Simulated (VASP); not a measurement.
# Cs2NbSi6 (R-3) in VASP: single point with PBE

Aim: the single point of Cs2NbSi6 with PBE.

All numbers are computed with VASP 6.6.1; they aren't measurements. Logs are shortened: lines on timing, memory, paths and dates and some standing lists are left out, and cuts for length are marked.

### Step 1. The cell of the first run

The structure is trigonal, space group R-3 (No. 148). The conventional cell has a = 7.142 Å, b = 7.142 Å, c = 19.457 Å, α = 90.00°, β = 90.00°, γ = 120.00°. Cs (site symmetry 3) has 12 Si at 3.39 to 4.42 Å and 3 Nb at 4.20 Å and 3 Cs at 4.43 Å within 4.5 Å. Within 4.8 Å of Nb (site symmetry -3) lie 6 Si at 3.62 Å and 6 Cs at 4.20 Å. Si (site symmetry 1) has 4 Si at 2.39 to 2.42 Å within 3.2 Å.

### Step 2. Single point, PBE

Input file INCAR:

```
SYSTEM = Cs2NbSi6
PREC = Accurate
ENCUT = 520
EDIFF = 1E-6
ISMEAR = 0
SIGMA = 0.1
LREAL = .False.
LASPH = .True.
NELM = 60
ALGO = Normal
ISIF = 2
LWAVE = .False.
LCHARG = .True.
GGA = PE
LELF = .True.
LVHAR = .True.
NBANDS = 38
```

Input file KPOINTS:

```
Automatic mesh
0
Gamma
  3 3 3
  0 0 0
```

Input file POSCAR:

```
Cs2NbSi6
1.0
    3.5708359400      2.0616230900      6.4858224600
   -3.5708359400      2.0616230900      6.4858224600
    0.0000000000     -4.1232461800      6.4858224600
Cs Nb Si
2 1 6
Direct
    0.7917000000      0.7917000000      0.7917000000
    0.2083000000      0.2083000000      0.2083000000
    0.5000000000      0.5000000000      0.5000000000
    0.1665899800      0.7847100000      0.8993600000
    0.7847100000      0.8993600000      0.1665899800
    0.8993600000      0.1665899800      0.7847100000
    0.8334100200      0.2152900000      0.1006400000
    0.2152900000      0.1006400000      0.8334100200
    0.1006400000      0.8334100200      0.2152900000
```

Potentials or basis: VASP PAW PBE potentials, release 64 (Cs_sv, Nb_sv, Si).

Launch:

```sh
$ cat potpaw_PBE.64/Cs_sv/POTCAR potpaw_PBE.64/Nb_sv/POTCAR potpaw_PBE.64/Si/POTCAR > POTCAR
$ mpirun -np 1 vasp_std > vasp.out
```

OUTCAR:

```text
SYSTEM = Cs2NbSi6
   PREC = Accurate
   ENCUT = 520
   EDIFF = 1E-6
   ISMEAR = 0
   LREAL = .False.
   LASPH = .True.
   NELM = 60
   ISIF = 2
   GGA = PE

 ion  position               nearest neighbor table
   1  0.792  0.792  0.792-
   2  0.208  0.208  0.208-
   3  0.500  0.500  0.500-
   4  0.167  0.785  0.899-   9 2.39   8 2.39   5 2.42   6 2.42
   5  0.785  0.899  0.167-   7 2.39   9 2.39   6 2.42   4 2.42
   6  0.899  0.167  0.785-   7 2.39   8 2.39   5 2.42   4 2.42
   7  0.833  0.215  0.101-   6 2.39   5 2.39   8 2.42   9 2.42
   8  0.215  0.101  0.833-   4 2.39   6 2.39   9 2.42   7 2.42
   9  0.101  0.833  0.215-   4 2.39   5 2.39   8 2.42   7 2.42

  LATTYP: Found a trigonal (rhomboedric) cell.
 ALAT       =     7.6855092257
 COS(alpha) =     0.5682578068

  Lattice vectors:

 A1 = (   3.5708359400,   2.0616230900,   6.4858224600)
 A2 = (  -3.5708359400,   2.0616230900,   6.4858224600)
 A3 = (   0.0000000000,  -4.1232461800,   6.4858224600)

Analysis of symmetry for initial positions (statically):
=====================================================================
 Subroutine PRICEL returns:
 Original cell was already a primitive cell.

 Routine SETGRP: Setting up the symmetry group for a
 trigonal (rhombohedral) supercell.

 Subroutine GETGRP returns: Found  6 space group operations
 (whereof  6 operations were pure point group operations)
 out of a pool of 12 trial point group operations.

The static configuration has the point symmetry S_6 .

Analysis of symmetry for dynamics (positions and initial velocities):
=====================================================================
 Subroutine PRICEL returns:
 Original cell was already a primitive cell.

 Routine SETGRP: Setting up the symmetry group for a
 trigonal (rhombohedral) supercell.

 Subroutine GETGRP returns: Found  6 space group operations
 (whereof  6 operations were pure point group operations)
 out of a pool of 12 trial point group operations.

The dynamic configuration has the point symmetry S_6 .

 Subroutine INISYM returns: Found  6 space group operations
 (whereof  6 operations are pure point group operations),
 and found     1 'primitive' translations

----------------------------------------------------------------------------------------

                                     Primitive cell

  volume of cell :     286.4808

  direct lattice vectors                    reciprocal lattice vectors
     3.570835940  2.061623090  6.485822460     0.140023235  0.080842452  0.051394150
    -3.570835940  2.061623090  6.485822460    -0.140023235  0.080842452  0.051394150
     0.000000000 -4.123246180  6.485822460     0.000000000 -0.161684905  0.051394150

  length of vectors
     7.685509226  7.685509226  7.685509225     0.169656615  0.169656615  0.169656615

  position of ions in fractional coordinates (direct lattice)
     0.791700000  0.791700000  0.791700000
     0.208300000  0.208300000  0.208300000
     0.500000000  0.500000000  0.500000000
     0.166589980  0.784710000  0.899360000
     0.784710000  0.899360000  0.166589980
     0.899360000  0.166589980  0.784710000
     0.833410020  0.215290000  0.100640000
     0.215290000  0.100640000  0.833410020
     0.100640000  0.833410020  0.215290000

  ion indices of the primitive-cell ions
   primitive index   ion index
                 1           1
                 2           2
                 3           3
                 4           4
                 5           5
                 6           6
                 7           7
                 8           8
                 9           9

----------------------------------------------------------------------------------------

 KPOINTS: Automatic mesh

Automatic generation of k-mesh.
 Grid dimensions read from file:
 generate k-points for:    3    3    3

 Generating k-lattice:

  Cartesian coordinates                     Fractional coordinates (reciprocal lattice)
     0.046674412  0.026947484  0.017131383     0.333333333 -0.000000000 -0.000000000
    -0.046674412  0.026947484  0.017131383    -0.000000000  0.333333333 -0.000000000
     0.000000000 -0.053894968  0.017131383    -0.000000000 -0.000000000  0.333333333

  Length of vectors
     0.056552205  0.056552205  0.056552205

  Shift w.r.t. Gamma in fractional coordinates (k-lattice)
     0.000000000  0.000000000  0.000000000

 Subroutine IBZKPT returns following result:
 ===========================================

 Found      6 irreducible k-points:

 Following reciprocal coordinates:
            Coordinates               Weight
  0.000000  0.000000  0.000000      1.000000
  0.333333  0.000000  0.000000      6.000000
  0.333333  0.333333  0.000000      6.000000
 -0.333333  0.333333  0.000000      6.000000
  0.333333  0.333333  0.333333      2.000000
 -0.333333  0.333333  0.333333      6.000000
   k-points           NKPTS =      6   k-points in BZ     NKDIM =      6   number of bands    NBANDS=     38
   number of dos      NEDOS =    301   number of ions     NIONS =      9
   total plane-waves  NPLWV = 216000
   dimension x,y,z NGX =    60 NGY =   60 NGZ =   60
   dimension x,y,z NGXF=   120 NGYF=  120 NGZF=  120
   ions per type =               2   1   6
   NGX,Y,Z   is equivalent  to a cutoff of  12.98, 12.98, 12.98 a.u.
   NGXF,Y,Z  is equivalent  to a cutoff of  25.96, 25.96, 25.96 a.u.
 SYSTEM =  Cs2NbSi6
   PREC   = accura    normal or accurate (medium, high low for compatibility)
   ISTART =      0    job   : 0-new  1-cont  2-samecut
   ICHARG =      2    charge: 1-file 2-atom 10-const
   ISPIN  =      1    spin polarized calculation?
   LNONCOLLINEAR =      F non collinear calculations
   LSORBIT =      F    spin-orbit coupling
   LASPH  =      T    aspherical Exc in radial PAW
   ENCUT  =  520.0 eV  38.22 Ry    6.18 a.u.  14.29 14.29 14.29*2*pi/ulx,y,z
   NELM   =     60;   NELMIN=  2; NELMDL= -5     # of ELM steps
   EDIFF  = 0.1E-05   stopping-criterion for ELM
   LREAL  =      F    real-space projection
   EDIFFG = 0.1E-04   stopping-criterion for IOM
   NSW    =      0    number of steps for IOM
   IBRION =     -1    ionic relax: 0-MD 1-quasi-New 2-CG
   NFREE  =      0    steps in history (QN), initial steepest desc. (CG)
   ISIF   =      2    stress and relaxation
   ISYM   =      2    0-nonsym 1-usesym 2-fastsym
   POTIM  = 0.5000    time-step for ionic-motion
   TEBEG  =    0.0;   TEEND  =   0.0 temperature during run
   PSTRESS=    0.0 pullay stress
   NELECT =      55.0000    total number of electrons
   NUPDOWN=      -1.0000    fix difference up-down
   EMIN   =  10.00;   EMAX   =-10.00  energy-range for DOS
   EFERMI =   0.00;   METHOD = LEGACY
   ISMEAR =     0;   SIGMA  =   0.10  broadening in eV -4-tet -1-fermi 0-gaus
   EFERMI_NEDOS =   21; number of points for ismear=-14 and -15
   IALGO  =     38    algorithm
   IMIX   =      4    mixing-type and parameters
     AMIX     =   0.40;   BMIX     =  1.00
     AMIX_MAG =   1.60;   BMIX_MAG =  1.00
  volume/ion in A,a.u.               =      31.83       214.81
  Fermi-wavevector in a.u.,A,eV,Ry     =   0.944417  1.784690 12.135362  0.891924
  Thomas-Fermi vector in A             =   2.072220
   LORBIT       =      0    0 simple, 1 ext, 2 COOP (PROOUT), +10 PAW based schemes
   GGA     = PE    functional components
   LHFCALC =     F    Hartree Fock is set to
   AEXX    =    0.0000 exact exchange contribution
   IVDW    =     0    specifies the selected vdW correction
   LEPSILON=     F    determine dielectric tensor
   LRPA    =     F    only Hartree local field effects (RPA)
 non-spin polarized calculation
 Gauss-broadening in eV      SIGMA  =   0.10
  energy-cutoff  :      520.00
  volume of cell :      286.48
 maximum number of plane-waves:      7741
 NGX is ok and might be reduce to    60
   NGX = 29   NGY = 29   NGZ = 29

 number of electron      54.9999997 magnetization

 Free energy of the ion-electron system (eV)
  ---------------------------------------------------
  ext. energy  EPLUGINS =         0.00000000
  ---------------------------------------------------
  free energy    TOTEN  =       -36.46949995 eV

  energy without entropy =      -36.42128664  energy(sigma->0) =      -36.44539329

 E-fermi :   3.6519     XC(G=0):  -8.3309

 val. band max:        3.6451898002   @ k =   0.3333   0.3333   0.0000
 cond. band min:       3.7192628508   @ k =   0.3333   0.3333   0.0000
 fundamental gap:      0.0740730506
 Fermi energy:         3.6518545249

 k-point     1 :       0.0000    0.0000    0.0000
  band No.  band energies     occupation
      1     -51.8652      2.00000
      2     -27.9430      2.00000
      3     -27.8817      2.00000
      4     -27.8817      2.00000
      5     -18.4860      2.00000
      6     -18.4292      2.00000
[... 30 lines left out ...]
     37       6.7049      0.00000
     38       6.8959      0.00000

 k-point     2 :       0.3333    0.0000    0.0000
  band No.  band energies     occupation
      1     -51.8652      2.00000
      2     -27.9430      2.00000
      3     -27.8817      2.00000
      4     -27.8817      2.00000
      5     -18.4737      2.00000
      6     -18.4412      2.00000
[... 30 lines left out ...]
     37       6.2462      0.00000
     38       6.6770      0.00000

 k-point     3 :       0.3333    0.3333    0.0000
  band No.  band energies     occupation
      1     -51.8652      2.00000
      2     -27.9430      2.00000
      3     -27.8817      2.00000
      4     -27.8817      2.00000
      5     -18.4735      2.00000
      6     -18.4411      2.00000
[... 30 lines left out ...]
     37       6.1604      0.00000
     38       6.8600      0.00000

 k-point     4 :      -0.3333    0.3333    0.0000
  band No.  band energies     occupation
      1     -51.8652      2.00000
      2     -27.9430      2.00000
      3     -27.8817      2.00000
      4     -27.8817      2.00000
      5     -18.4573      2.00000
      6     -18.4572      2.00000
[... 30 lines left out ...]
     37       6.1793      0.00000
     38       6.6110      0.00000

 k-point     5 :       0.3333    0.3333    0.3333
  band No.  band energies     occupation
      1     -51.8652      2.00000
      2     -27.9430      2.00000
      3     -27.8817      2.00000
      4     -27.8817      2.00000
      5     -18.4852      2.00000
      6     -18.4295      2.00000
[... 30 lines left out ...]
     37       6.5359      0.00000
     38       6.6938      0.00000

 k-point     6 :      -0.3333    0.3333    0.3333
  band No.  band energies     occupation
      1     -51.8652      2.00000
      2     -27.9430      2.00000
      3     -27.8817      2.00000
      4     -27.8817      2.00000
      5     -18.4732      2.00000
      6     -18.4414      2.00000
[... 30 lines left out ...]
     37       6.2240      0.00000
     38       6.3523      0.00000

------------------------ aborting loop because EDIFF is reached ----------------------------------------

  FORCE on cell =-STRESS in cart. coord.  units (eV):
  Direction    XX          YY          ZZ          XY          YZ          ZX
  --------------------------------------------------------------------------------------
  -------------------------------------------------------------------------------------
  Total       -1.5518926     -1.5518926      2.4207178      0.0000005      0.0000000     -0.0000000
  in kB       -8.6791413     -8.6791413     13.5381482      0.0000029      0.0000000     -0.0000000
  external PRESSURE =      -1.2733781 kB  Pullay stress =       0.0000000 kB

 VOLUME and BASIS-vectors are now :
 -----------------------------------------------------------------------------
  energy-cutoff  :      520.00
  volume of cell :      286.48
      direct lattice vectors                 reciprocal lattice vectors
     3.570835940  2.061623090  6.485822460     0.140023235  0.080842452  0.051394150
    -3.570835940  2.061623090  6.485822460    -0.140023235  0.080842452  0.051394150
     0.000000000 -4.123246180  6.485822460     0.000000000 -0.161684905  0.051394150

 POSITION                                       TOTAL-FORCE (eV/Angst)
 -----------------------------------------------------------------------------------
      0.00000      0.00000     15.40448        -0.000000     -0.000000     -1.104627
      0.00000      0.00000      4.05299        -0.000000      0.000000      1.104627
      0.00000      0.00000      9.72873        -0.000000     -0.000000      0.000000
     -2.20721     -1.74706     12.00305         1.200010      0.981286     -0.980008
     -0.40940      2.78503     12.00305         0.249813     -1.529882     -0.980008
      2.61660     -1.03797     12.00305        -1.449823      0.548597     -0.980008
      2.20721      1.74706      7.45442        -1.200010     -0.981286      0.980008
      0.40940     -2.78503      7.45442        -0.249813      1.529882      0.980008
     -2.61660      1.03797      7.45442         1.449823     -0.548597      0.980008
 -----------------------------------------------------------------------------------
    total drift:                               -0.000000      0.000000     -0.000000

  FREE ENERGIE OF THE ION-ELECTRON SYSTEM (eV)
  ---------------------------------------------------
  free  energy   TOTEN  =       -36.4694999512 eV

  energy  without entropy=      -36.4212866372  energy(sigma->0) =      -36.44539329
```

It took 3.4 min on 1 thread of Intel Xeon 6975P-C, shared host; peak memory 0.51 GiB.

What came out:

```yaml
Free_energy: -36.4695 eV
Pressure: -0.1 GPa
Largest_force: 1.834 eV/Å
```

Forces in eV/Å, atoms in the order of the input:
```
Cs   0.000  0.000 -1.105
Cs   0.000  0.000  1.105
Nb   0.000  0.000  0.000
Si   1.200  0.981 -0.980
Si   0.250 -1.530 -0.980
Si  -1.450  0.549 -0.980
Si  -1.200 -0.981  0.980
Si  -0.250  1.530  0.980
Si   1.450 -0.549  0.980
```

Stress tensor (GPa, compression positive):
```
-0.87  0.00  0.00
 0.00 -0.87  0.00
 0.00  0.00  1.35
```

Levels at points of the mesh, in eV from the Fermi level:
```
           k point  band 24  band 25  band 26  band 27  band 28  band 29  band 30  band 31  band 32  band 33
(0.00, 0.00, 0.00)    -1.63    -1.63    -0.09     0.18     0.18     0.36     0.43     0.43     0.62     0.62
```

Caveat: spin-orbit coupling is left out, which moves the levels of the heavy elements; forces of over 1 eV/Å act on the atoms, so gaps and moduli don't describe the material at rest.
